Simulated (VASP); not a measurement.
The system is SiSe4.

```xyz
5
Lattice="-3.4287 3.4287 3.4287 3.4287 -3.4287 3.4287 3.4287 3.4287 -3.4287" Properties=species:S:1:pos:R:3 pbc="T T T"
Si    0.0000    0.0000    0.0000
Se    1.1987    1.1987    1.1987
Se   -2.2300    2.2300    2.2300
Se    2.2300    2.2300   -2.2300
Se    2.2300   -2.2300    2.2300
```

```yaml
Program: VASP 6.6.1
Task: relaxation of cell and atoms
Functional: PBE
Potentials_or_basis: VASP PAW PBE potentials, release 64 (Si, Se)
Cutoff: 600 eV
k_mesh: 4 × 4 × 4
Occupations: gaussian, width 0.1 eV
Spin: no spin polarisation
```

At the start: pressure 8.3 GPa; volume 32.25 Å³/atom.

**Question.** Where does the relaxation end?

**Answer.** Over 26 steps the energy falls by 384.4 meV/atom and the volume is 25.21 Å³/atom (-21.8 %); space group I-43m (No. 217, to 0.05 Å).

The path:
```csv
step,energy change (eV),largest force (eV/Å),pressure (GPa),volume (Å³)
1,0.0000,3.6327,8.27,161.23
2,-0.2093,1.1918,-5.92,203.28
3,-0.9865,0.3434,-1.53,180.51
4,-0.9883,0.4230,-1.29,179.77
5,-0.9884,0.4656,-1.17,179.39
6,-1.0713,0.5158,-1.13,174.06
7,-1.3222,0.6823,-0.66,158.72
8,-1.6791,1.1228,2.80,130.80
9,1.5670,0.7202,41.62,85.18
10,-1.4667,1.7098,5.55,128.03
11,-1.4561,1.7774,7.09,122.58
12,-1.4701,1.7432,7.10,122.10
13,-1.5079,1.6446,7.19,120.66
14,-1.5641,1.4547,7.52,117.82
15,-1.5771,0.9706,8.69,112.27
16,-1.5887,1.1612,8.17,114.33
17,-1.6393,1.0657,7.41,115.25
18,-1.7639,0.7938,5.26,118.03
19,-1.9010,0.3152,1.60,123.73
20,-1.9192,0.1100,0.08,126.60
21,-1.9193,0.0882,-0.07,126.92
22,-1.9192,0.0708,-0.20,127.18
23,-1.9194,0.0681,-0.20,127.13
24,-1.9200,0.0590,-0.19,126.97
25,-1.9210,0.0411,-0.17,126.67
26,-1.9222,0.0057,-0.12,126.06
```

Final structure:
```cif
data_structure
_symmetry_space_group_name_H-M 'P 1'
_symmetry_Int_Tables_number 1
_cell_length_a 5.4709
_cell_length_b 5.4709
_cell_length_c 5.4709
_cell_angle_alpha 109.471
_cell_angle_beta 109.471
_cell_angle_gamma 109.471
_cell_volume 126.06
loop_
_atom_site_label
_atom_site_type_symbol
_atom_site_fract_x
_atom_site_fract_y
_atom_site_fract_z
_atom_site_occupancy
Si1 Si 0.00000 0.00000 0.00000 1
Se1 Se 0.42487 0.42487 0.42487 1
Se2 Se 0.57513 0.00000 0.00000 1
Se3 Se 0.00000 0.00000 0.57513 1
Se4 Se 0.00000 0.57513 0.00000 1
```

Caveat: the volume moved by over 15 % at a fixed basis, so the end points are rough.
